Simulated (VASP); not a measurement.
Crystal: LiF (Griceite).

```
Li F
1.0
     0.00000    1.88934    2.07873
     1.88934    0.00000    2.07873
     1.88934    1.88934    0.00000
Li F
1 1
Direct
  0.00000 0.00000 0.00000
  0.50000 0.50000 0.50000
```

This cell differs from its parent crystal: epitaxial xy strain -5.3%.

Base run:

```yaml
Program: VASP 6.6.1
Functional: PBE
Potentials_or_basis: VASP PAW PBE potentials, release 64 (Li_sv, F)
Cutoff: 520 eV
k_mesh: 10 × 10 × 10
Occupations: fermi-dirac, width 0.02 eV
Spin: no spin polarisation
```

Its results: band gap on the k mesh 9.84 eV, direct.

The run is repeated on the same cell with these changes: functional from PBE to r2SCAN; occupations from fermi-dirac, width 0.02 eV to gaussian, width 0.01 eV. What comes out?

Band gap on the k mesh 11.06 eV, direct.

A k mesh can miss the band edges.
